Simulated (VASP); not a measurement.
**HgTe: single point with PBE**

The system is HgTe.

```
CELL_PARAMETERS angstrom
0.00000 3.07159 3.07159
3.07159 0.00000 3.07159
3.07159 3.07159 0.00000
ATOMIC_POSITIONS crystal
Hg 0.00000 0.00000 0.00000
Te 0.50000 0.50000 0.50000
```

| Property | Result |
| --- | --- |
| Program | VASP 6.6.1 |
| Task | single point |
| Functional | PBE |
| Potentials or basis | VASP PAW PBE potentials, release 64 (Hg, Te) |
| Cutoff | 520 eV |
| k mesh | 12 × 12 × 12 |
| Occupations | gaussian, width 0.1 eV |
| Spin | no spin polarisation |
| Dipole correction | no |
| Further INCAR settings | ALGO = Normal; EDIFF = 1e-07; NBANDS = 16 |

| Property | Result |
| --- | --- |
| Pressure | 0.1 GPa |
| Band gap on the k mesh | zero (band 9 reaches 4.41 eV, above the bottom of band 10 at 1.98 eV) |

Levels at points of the mesh, in eV from the Fermi level:
```tsv
k point	band 7	band 8	band 9	band 10	band 11	band 12
(0.00, 0.00, 0.00)	-1.01	-0.64	-0.64	-0.64	7.65	7.65
(0.50, 0.00, 0.00)	-5.39	0.28	0.28	2.69	3.60	4.02
(0.50, 0.50, 0.00)	-4.08	-2.68	-2.15	-2.15	4.91	9.07
```

Wall time 32 s on 1 thread of Intel(R) Xeon(R) Platinum 8488C (Sapphire Rapids), with other jobs on the host, peak memory 0.22 GiB.

Caveat: spin-orbit coupling is left out, which moves the levels of the heavy elements.
